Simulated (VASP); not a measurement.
**NaCaSe6: relaxation of cell and atoms with PBE**

NaCaSe6:

```
Na Ca Se
1.0
     0.00000    5.78604    5.78604
     5.78604    0.00000    5.78604
     5.78604    5.78604    0.00000
Na Ca Se
1 1 6
Cartesian
  0.0000 0.0000 0.0000
  5.7860 5.7860 5.7860
  2.8448 5.7860 5.7860
  5.7860 2.8448 5.7860
  5.7860 5.7860 2.8448
  8.7273 5.7860 5.7860
  5.7860 8.7273 5.7860
  5.7860 5.7860 8.7273
```

```
Program                : VASP 6.6.1
Task                   : relaxation of cell and atoms
Functional             : PBE
Potentials or basis    : VASP PAW PBE potentials, release 64 (Na_pv, Ca_sv, Se)
Cutoff                 : 600 eV
k mesh                 : 6 × 6 × 6
Occupations            : gaussian, width 0.1 eV
Spin                   : no spin polarisation
Dipole correction      : no
Further INCAR settings : ALGO = Normal; EDIFF = 1e-07; IBRION = 2; EDIFFG = -0.01; NSW = 100; ISIF = 3
```

| Property | Result |
| --- | --- |
| Relaxed volume | 39.27 Å³/atom |
| Relaxed cell | a = 7.630 Å, b = 7.630 Å, c = 7.630 Å, α = 60.00°, β = 60.00°, γ = 60.00° |
| Space group after relaxing (to 0.1 Å) | Fm-3m (No. 225) |
| Energy gained by relaxing | 77.9 meV/atom |
| Ionic steps | 7 |
| Pressure after relaxing | 0.0 GPa |
| Largest force after relaxing | 0.004 eV/Å |
| Band gap on the k mesh | zero (an odd number of electrons rules out a gap without spin polarisation) |

Forces in eV/Å, atoms in the order of the input:
```
Na   0.000  0.000  0.000
Ca   0.000  0.000  0.000
Se   0.004  0.000  0.000
Se   0.000  0.004  0.000
Se   0.000  0.000  0.004
Se  -0.004  0.000  0.000
Se   0.000 -0.004  0.000
Se   0.000  0.000 -0.004
```

Step by step:
```tsv
step	energy change (eV)	largest force (eV/Å)	pressure (GPa)	volume (Å³)
1	0.0000	0.1765	-2.23	387.41
2	-0.4381	0.0677	-1.46	350.82
3	-0.6128	0.0640	-0.29	320.77
4	-0.6172	0.0966	0.02	314.77
5	-0.6173	0.0891	-0.05	316.13
6	-0.6198	0.0661	-0.04	315.63
7	-0.6230	0.0044	-0.02	314.14
```

Final structure:
```xyz
8
Lattice="0.0000 5.3955 5.3955 5.3955 0.0000 5.3955 5.3955 5.3955 0.0000" Properties=species:S:1:pos:R:3 pbc="T T T"
Na    0.0000    0.0000    0.0000
Ca    5.3955    5.3955    5.3955
Se    2.6482    5.3955    5.3955
Se    5.3955    2.6482    5.3955
Se    5.3955    5.3955    2.6482
Se    8.1428    5.3955    5.3955
Se    5.3955    8.1428    5.3955
Se    5.3955    5.3955    8.1428
```

Levels at points of the mesh, in eV from the Fermi level:
| k point | band 22 | band 23 | band 24 | band 25 | band 26 | band 27 | band 28 | band 29 | band 30 | band 31 |
| --- | --- | --- | --- | --- | --- | --- | --- | --- | --- | --- |
| (0.00, 0.00, 0.00) | -0.57 | -0.18 | -0.18 | -0.18 | 0.44 | 0.44 | 0.44 | 0.72 | 0.72 | 0.72 |
| (0.50, 0.00, 0.00) | -1.00 | -1.00 | -0.63 | -0.63 | 0.20 | 0.22 | 0.22 | 0.26 | 0.40 | 0.40 |
| (0.50, 0.50, 0.00) | -0.73 | -0.72 | -0.72 | -0.70 | -0.70 | -0.59 | -0.40 | 0.24 | 0.24 | 0.71 |

Run time: 19 min on 1 thread of Intel(R) Xeon(R) 6975P-C (Granite Rapids), with other jobs on the host, peak memory 0.89 GiB.

Caveat: the volume moved by over 15 % at a fixed basis, so the end points are rough.
